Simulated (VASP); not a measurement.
# Hg3Pt (Pm-3m) in VASP: notebook, part 2 of 2

VASP 6.6.1.

## Step 3: Single point, PBEsol

INCAR reads:

```
SYSTEM = Hg3Pt
ALGO = Normal
EDIFF = 1E-6
ENCUT = 500
GGA = PS
GGA_COMPAT = .FALSE.
ISIF = 2
ISMEAR = -1
LASPH = .TRUE.
LCHARG = .FALSE.
LREAL = .FALSE.
LWAVE = .FALSE.
NBANDS = 31
NELM = 120
PREC = Accurate
SIGMA = 0.15
```

KPOINTS reads:

```
k-points
0
G
  5 5 5
  0 0 0
```

POSCAR reads:

```
Hg3Pt
1.0
    4.3442210000      0.0000000000      0.0000000000
    0.0000000000      4.3442210000      0.0000000000
    0.0000000000      0.0000000000      4.3442210000
Hg Pt
3 1
Direct
    0.0000000000      0.5000000000      0.5000000000
    0.5000000000      0.0000000000      0.5000000000
    0.5000000000      0.5000000000      0.0000000000
    0.0000000000      0.0000000000      0.0000000000
```

Potentials or basis: VASP PAW PBE potentials, release 64 (Hg, Pt).

The run is started by

```bash
$ cat potpaw_PBE.64/Hg/POTCAR potpaw_PBE.64/Pt/POTCAR > POTCAR
$ mpirun -np 1 vasp_std > vasp.out
```

OUTCAR:

```text
SYSTEM = Hg3Pt
   EDIFF = 1E-6
   ENCUT = 500
   GGA = PS
   ISIF = 2
   ISMEAR = -1
   LASPH = .TRUE.
   LREAL = .FALSE.
   NELM = 120
   PREC = Accurate

 ion  position               nearest neighbor table
   1  0.000  0.500  0.500-   2 3.07   3 3.07   4 3.07   3 3.07   4 3.07   2 3.07   4 3.07   4 3.07
                             2 3.07   3 3.07   3 3.07   2 3.07
   2  0.500  0.000  0.500-   1 3.07   3 3.07   4 3.07   3 3.07   4 3.07   1 3.07   3 3.07   3 3.07
                             1 3.07   4 3.07   4 3.07   1 3.07
   3  0.500  0.500  0.000-   1 3.07   2 3.07   4 3.07   1 3.07   2 3.07   2 3.07   4 3.07   2 3.07
                             1 3.07   4 3.07   1 3.07   4 3.07
   4  0.000  0.000  0.000-   1 3.07   2 3.07   3 3.07   1 3.07   2 3.07   1 3.07   3 3.07   1 3.07
                             2 3.07   3 3.07   2 3.07   3 3.07

  LATTYP: Found a simple cubic cell.
 ALAT       =     4.3442210000

  Lattice vectors:

 A1 = (   4.3442210000,   0.0000000000,   0.0000000000)
 A2 = (   0.0000000000,   4.3442210000,   0.0000000000)
 A3 = (   0.0000000000,   0.0000000000,   4.3442210000)

Analysis of symmetry for initial positions (statically):
[... 162 lines left out ...]
 E-fermi :   4.4632     XC(G=0): -11.8485

 val. band max:        4.4489227131   @ k =   0.4000   0.2000   0.0000
 cond. band min:       4.7018777690   @ k =   0.4000   0.2000   0.2000
 fundamental gap:      0.2529550559
 Fermi energy:         4.4631875606

 k-point     1 :       0.0000    0.0000    0.0000
  band No.  band energies     occupation
      1      -5.3710      2.00000
      2      -4.1553      2.00000
      3      -3.8769      2.00000
      4      -3.8769      2.00000
      5      -3.8769      2.00000
      6      -3.6298      2.00000
[... 329 lines left out ...]
     30      16.5630      0.00000
     31      17.1285      0.00000

------------------------ aborting loop because EDIFF is reached ----------------------------------------

  FORCE on cell =-STRESS in cart. coord.  units (eV):
  Direction    XX          YY          ZZ          XY          YZ          ZX
  --------------------------------------------------------------------------------------
  -------------------------------------------------------------------------------------
  Total       -3.3467751     -3.3467751     -3.3467751      0.0000000     -0.0000000      0.0000000
  in kB      -65.4035583    -65.4035583    -65.4035583      0.0000000     -0.0000000      0.0000000
  external PRESSURE =     -65.4035583 kB  Pullay stress =       0.0000000 kB

 VOLUME and BASIS-vectors are now :
 -----------------------------------------------------------------------------
  energy-cutoff  :      500.00
  volume of cell :       81.99
      direct lattice vectors                 reciprocal lattice vectors
     4.344221000  0.000000000  0.000000000     0.230190867  0.000000000  0.000000000
     0.000000000  4.344221000  0.000000000     0.000000000  0.230190867  0.000000000
     0.000000000  0.000000000  4.344221000     0.000000000  0.000000000  0.230190867

 POSITION                                       TOTAL-FORCE (eV/Angst)
 -----------------------------------------------------------------------------------
      0.00000      2.17211      2.17211         0.000000      0.000000      0.000000
      2.17211      0.00000      2.17211         0.000000      0.000000      0.000000
      2.17211      2.17211      0.00000         0.000000      0.000000      0.000000
      0.00000      0.00000      0.00000         0.000000      0.000000      0.000000
 -----------------------------------------------------------------------------------
    total drift:                                0.000000     -0.000000     -0.000000

  FREE ENERGIE OF THE ION-ELECTRON SYSTEM (eV)
  ---------------------------------------------------
  free  energy   TOTEN  =        -8.1041163465 eV

  energy  without entropy=       -7.9631899564  energy(sigma->0) =       -8.03365315
```

OSZICAR:

```text
N       E                     dE             d eps       ncg     rms          rms(c)
DAV:   1     0.367261027705E+03    0.36726E+03   -0.22489E+04   620   0.139E+03
DAV:   2     0.266322730362E+01   -0.36460E+03   -0.34271E+03   655   0.371E+02
DAV:   3    -0.870758854758E+01   -0.11371E+02   -0.11200E+02   704   0.716E+01
DAV:   4    -0.876481407824E+01   -0.57226E-01   -0.57204E-01   690   0.448E+00
DAV:   5    -0.876521229218E+01   -0.39821E-03   -0.39820E-03   704   0.425E-01    0.109E+01
DAV:   6    -0.820596289787E+01    0.55925E+00   -0.16575E+00   721   0.126E+01    0.903E+00
DAV:   7    -0.813737636683E+01    0.68587E-01   -0.52013E-01   655   0.399E+00    0.466E+00
DAV:   8    -0.810672272059E+01    0.30654E-01   -0.12855E-01   663   0.262E+00    0.149E+00
DAV:   9    -0.810417346290E+01    0.25493E-02   -0.16438E-02   683   0.127E+00    0.181E-01
DAV:  10    -0.810411634261E+01    0.57120E-04   -0.45211E-04   706   0.122E-01    0.956E-02
DAV:  11    -0.810411700121E+01   -0.65860E-06   -0.11543E-04   669   0.711E-02    0.120E-02
DAV:  12    -0.810411598601E+01    0.10152E-05   -0.59561E-06   649   0.197E-02    0.507E-03
DAV:  13    -0.810411634649E+01   -0.36048E-06   -0.45999E-07   366   0.579E-03
   1 F= -.81041163E+01 E0= -.80336532E+01  d E =-.140926E+00
```

stdout:

```text
POSCAR found type information on POSCAR HgPt
 POSCAR found :  2 types and       4 ions
 scaLAPACK will be used
 -----------------------------------------------------------------------------
|                                                                             |
|                                                                             |
|     You enforced a specific xc type in the INCAR file but a different       |
|     I HOPE YOU KNOW WHAT YOU ARE DOING!                                     |
|                                                                             |
 -----------------------------------------------------------------------------

 LDA part: xc-table for (Slater+PW92), standard interpolation
 POSCAR, INCAR and KPOINTS ok, starting setup
 FFT: planning ... GRIDC
 FFT: planning ... GRID_SOFT
 FFT: planning ... GRID
 WAVECAR not read
 entering main loop
```

Wall time 11 s (1 thread of Intel Xeon 6975P-C (Granite Rapids), shared host); peak memory 0.18 GiB.

Results:

| Item | Value |
| --- | --- |
| Free energy | -8.1041 eV |
| Pressure | -6.5 GPa |
| Band gap on the k mesh | zero (band 23 reaches 5.51 eV, above the bottom of band 24 at 3.53 eV) |

Levels at points of the mesh, in eV from the Fermi level:
```tsv
k point	band 19	band 20	band 21	band 22	band 23	band 24	band 25	band 26	band 27	band 28
(0.00, 0.00, 0.00)	-1.52	-1.52	-1.52	-0.14	-0.14	-0.14	2.07	2.07	3.19	7.59
```

Caveat: the PAW data sets were made with another functional, which shifts forces and pressure a little; spin-orbit coupling is left out, which moves the levels of the heavy elements.

## Step 4: Single point, BLYP

INCAR reads:

```
PREC = Accurate ; ENCUT = 500
EDIFF = 1E-6 ; ISMEAR = -1
SIGMA = 0.15 ; LREAL = False
LASPH = True ; NELM = 120
ALGO = Normal ; ISIF = 2
LWAVE = False ; LCHARG = True
GGA = B5 ; ALDAX = 1.0
AGGAX = 1.0 ; AGGAC = 1.0
ALDAC = 0.0 ; LELF = True
LVHAR = True ; NBANDS = 31
GGA_COMPAT = False
```

KPOINTS reads:

```
Automatic mesh
0
Gamma
  5 5 5
```

POSCAR is that of step 3.

Potentials or basis: VASP PAW PBE potentials, release 64 (Hg, Pt).

The run is started by

```bash
$ cat potpaw_PBE.64/Hg/POTCAR potpaw_PBE.64/Pt/POTCAR > POTCAR
$ mpirun -np 1 vasp_std > vasp.out
```

OUTCAR:

```text
PREC = Accurate
   ENCUT = 500
   EDIFF = 1E-6
   ISMEAR = -1
   LREAL = False
   LASPH = True
   NELM = 120
   ISIF = 2
   GGA = B5

 ion  position               nearest neighbor table
   1  0.000  0.500  0.500-   2 3.07   3 3.07   4 3.07   3 3.07   4 3.07   2 3.07   4 3.07   4 3.07
                             2 3.07   3 3.07   3 3.07   2 3.07
   2  0.500  0.000  0.500-   1 3.07   3 3.07   4 3.07   3 3.07   4 3.07   1 3.07   3 3.07   3 3.07
                             1 3.07   4 3.07   4 3.07   1 3.07
   3  0.500  0.500  0.000-   1 3.07   2 3.07   4 3.07   1 3.07   2 3.07   2 3.07   4 3.07   2 3.07
[... 527 lines left out ...]
  --------------------------------------------------------------------------------------
  -------------------------------------------------------------------------------------
  Total        4.2793365      4.2793365      4.2793365     -0.0000000     -0.0000000      0.0000000
  in kB       83.6279193     83.6279193     83.6279193     -0.0000000     -0.0000000      0.0000000
  external PRESSURE =      83.6279193 kB  Pullay stress =       0.0000000 kB

 VOLUME and BASIS-vectors are now :
 -----------------------------------------------------------------------------
  energy-cutoff  :      500.00
  volume of cell :       81.99
      direct lattice vectors                 reciprocal lattice vectors
     4.344221000  0.000000000  0.000000000     0.230190867  0.000000000  0.000000000
     0.000000000  4.344221000  0.000000000     0.000000000  0.230190867  0.000000000
     0.000000000  0.000000000  4.344221000     0.000000000  0.000000000  0.230190867

 POSITION                                       TOTAL-FORCE (eV/Angst)
 -----------------------------------------------------------------------------------
      0.00000      2.17211      2.17211         0.000000      0.000000      0.000000
      2.17211      0.00000      2.17211         0.000000      0.000000      0.000000
      2.17211      2.17211      0.00000         0.000000      0.000000      0.000000
      0.00000      0.00000      0.00000         0.000000      0.000000      0.000000
 -----------------------------------------------------------------------------------
    total drift:                                0.000000     -0.000000     -0.000000

  FREE ENERGIE OF THE ION-ELECTRON SYSTEM (eV)
  ---------------------------------------------------
  free  energy   TOTEN  =        -2.8665470793 eV

  energy  without entropy=       -2.7188607617  energy(sigma->0) =       -2.79270392
```

OSZICAR:

```text
N       E                     dE             d eps       ncg     rms          rms(c)
DAV:   1     0.376691740318E+03    0.37669E+03   -0.22516E+04   620   0.139E+03
DAV:   2     0.801118772150E+01   -0.36868E+03   -0.34651E+03   655   0.373E+02
DAV:   3    -0.350099752623E+01   -0.11512E+02   -0.11339E+02   711   0.720E+01
DAV:   4    -0.356050131285E+01   -0.59504E-01   -0.59478E-01   683   0.458E+00
DAV:   5    -0.356095245191E+01   -0.45114E-03   -0.45113E-03   697   0.450E-01    0.100E+01
DAV:   6    -0.296707590240E+01    0.59388E+00   -0.20918E+00   691   0.139E+01    0.805E+00
DAV:   7    -0.289430761523E+01    0.72768E-01   -0.52043E-01   655   0.405E+00    0.428E+00
DAV:   8    -0.286795007325E+01    0.26358E-01   -0.98699E-02   648   0.231E+00    0.146E+00
DAV:   9    -0.286663698832E+01    0.13131E-02   -0.13372E-02   690   0.114E+00    0.202E-01
DAV:  10    -0.286652435981E+01    0.11263E-03   -0.35645E-04   691   0.115E-01    0.105E-01
DAV:  11    -0.286654763566E+01   -0.23276E-04   -0.74023E-05   669   0.598E-02    0.969E-03
DAV:  12    -0.286654707929E+01    0.55637E-06   -0.30547E-06   609   0.134E-02
   1 F= -.28665471E+01 E0= -.27927039E+01  d E =-.147686E+00
```

stdout:

```text
POSCAR found type information on POSCAR HgPt
 POSCAR found :  2 types and       4 ions
 scaLAPACK will be used
 -----------------------------------------------------------------------------
|                                                                             |
|                                                                             |
|     You enforced a specific xc type in the INCAR file but a different       |
|     I HOPE YOU KNOW WHAT YOU ARE DOING!                                     |
|                                                                             |
 -----------------------------------------------------------------------------

 LDA part: xc-table for (Slater(with rela. corr.)+VWN5), standard interpolation
 POSCAR, INCAR and KPOINTS ok, starting setup
 FFT: planning ... GRIDC
 FFT: planning ... GRID_SOFT
 FFT: planning ... GRID
 WAVECAR not read
 entering main loop
```

Run time: 20 s. Hardware: 1 thread of Intel Xeon 6975P-C (Granite Rapids), shared host; peak memory 0.18 GiB.

Results:

| Property | Result |
| --- | --- |
| Free energy | -2.8665 eV |
| Pressure | 8.4 GPa |
| Band gap on the k mesh | zero (band 23 reaches 6.26 eV, above the bottom of band 24 at 4.35 eV) |

Caveat: the PAW data sets were made with another functional, which shifts forces and pressure a little; spin-orbit coupling is left out, which moves the levels of the heavy elements.

## Step 5: The runs side by side

| level | gap on the mesh (eV) | pressure (GPa) |
| --- | --- | --- |
| PBE | none | -0.3 |
| PBEsol | none | -6.5 |
| BLYP | none | 8.4 |

Alike in all rows: task single point; potentials or basis VASP PAW PBE potentials, release 64 (Hg, Pt); no spin polarisation; cell as given; k mesh 5 × 5 × 5; cutoff (eV) 500; smearing fermi-dirac 0.15 eV.

Every run on the cell as given and a fine mesh finds a metal. The pressure there spans -6.5 GPa (PBEsol) to 8.4 GPa (BLYP); a positive pressure means that this level wants a larger cell, a negative one a smaller.

Caveats: spin-orbit coupling is left out, which moves the levels of the heavy elements; the PAW data sets were made with another functional, which shifts forces and pressure a little (some runs).

Absolute energies hang on the potentials; compare differences alone.
